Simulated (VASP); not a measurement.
Wanted: the native input for a VASP 6.6.1 run.

```
Task                   : single point
Functional             : LDA
Potentials or basis    : VASP PAW LDA potentials, release 64 (Na_pv, H, F)
Cutoff                 : 520 eV
k mesh                 : 6 × 6 × 6
Occupations            : gaussian, width 0.1 eV
Spin                   : no spin polarisation
Dipole correction      : no
Further INCAR settings : ALGO = Normal; EDIFF = 1e-07; NBANDS = 19
```

The structure of NaHF2 lies in POSCAR:

```
NaHF2
1.0
    1.7284452171      0.9979183114      4.6388706988
   -1.7284452171      0.9979183114      4.6388706988
    0.0000000000     -1.9958366228      4.6388706988
Na H F
1 1 2
Direct
    0.0000000000      0.0000000000      0.0000000000
    0.5000000000      0.5000000000      0.5000000000
    0.4100000000      0.4100000000      0.4100000000
    0.5900000000      0.5900000000      0.5900000000
```

The input as run:

INCAR

```
SYSTEM = NaHF2
ALGO = Normal ; EDIFF = 1E-7
ENCUT = 520 ; GGA = CA
ISIF = 2 ; ISMEAR = 0
LASPH = .True. ; LCHARG = .False.
LREAL = .False. ; LWAVE = .False.
NBANDS = 19 ; NELM = 100
PREC = Accurate ; SIGMA = 0.1
```

KPOINTS

```
k-points
0
Gamma
  6 6 6
  0 0 0
```

Potentials or basis: VASP PAW LDA potentials, release 64 (Na_pv, H, F).

The run is started by

```sh
$ cat potpaw_LDA.64/Na_pv/POTCAR potpaw_LDA.64/H/POTCAR potpaw_LDA.64/F/POTCAR > POTCAR
$ mpirun -np 1 vasp_std > vasp.out
```

It gave:

The pressure is -7.0 GPa, the largest force is 2.124 eV/Å and the band gap on the k mesh is 6.32 eV, indirect (least direct gap 6.62 eV).

Caveat: forces of over 1 eV/Å act on the atoms, so gaps and moduli don't describe the material at rest.

Run time: 56 s on 1 thread of Intel(R) Xeon(R) Platinum 8259CL CPU @ 2.50GHz (Skylake/Cascade Lake) (shared host), peak memory 0.2 GiB.
